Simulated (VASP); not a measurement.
Wanted: the native input for a VASP 6.6.1 run.

| Item | Value |
| --- | --- |
| Task | single point |
| Functional | PBEsol |
| Potentials or basis | VASP PAW PBE potentials, release 64 (Mo_sv, Si) |
| Cutoff | 520 eV |
| k mesh | 12 × 12 × 12 |
| Occupations | fermi-dirac, width 0.05 eV |
| Spin | no spin polarisation |
| Dipole correction | no |
| Further INCAR settings | ALGO = Normal; EDIFF = 1e-06; NBANDS = 18 |

The structure of Si2Mo lies in POSCAR:

```
Si2Mo
1.0
   -1.5783757276      1.5783757276      3.8773786233
    1.5783757276     -1.5783757276      3.8773786233
    1.5783757276      1.5783757276     -3.8773786233
Mo Si
1 2
Direct
    0.0000000000      0.0000000000      0.0000000000
    0.6670000000      0.6670000000      0.0000000000
    0.3330000000      0.3330000000      0.0000000000
```

This cell differs from its parent crystal: volume scaled by 0.96.

These files were run (other wordings do the same):

INCAR

```
PREC = Accurate
ENCUT = 520
EDIFF = 1E-6
ISMEAR = -1
SIGMA = 0.05
LREAL = False
LASPH = True
NELM = 60
ALGO = Normal
ISIF = 2
LWAVE = False
LCHARG = True
GGA = PS
LELF = True
LVHAR = True
NBANDS = 18
```

KPOINTS

```
Automatic mesh
0
Gamma
  12 12 12
```

Potentials or basis: VASP PAW PBE potentials, release 64 (Mo_sv, Si).

Run with:

```bash
$ cat potpaw_PBE.64/Mo_sv/POTCAR potpaw_PBE.64/Si/POTCAR > POTCAR
$ mpirun -np 1 vasp_std > vasp.out
```

Results of the run:

```
Pressure               : 7.1 GPa
Largest force          : 0.258 eV/Å
Band gap on the k mesh : zero (band 11 reaches 13.35 eV, above the bottom of band 12 at 12.30 eV)
```

Caveat: the PAW data sets were made with another functional, which shifts forces and pressure a little.

Wall time 110 s on 1 thread of AMD EPYC 9R14 (Zen 4), on a shared host, peak memory 0.24 GiB.
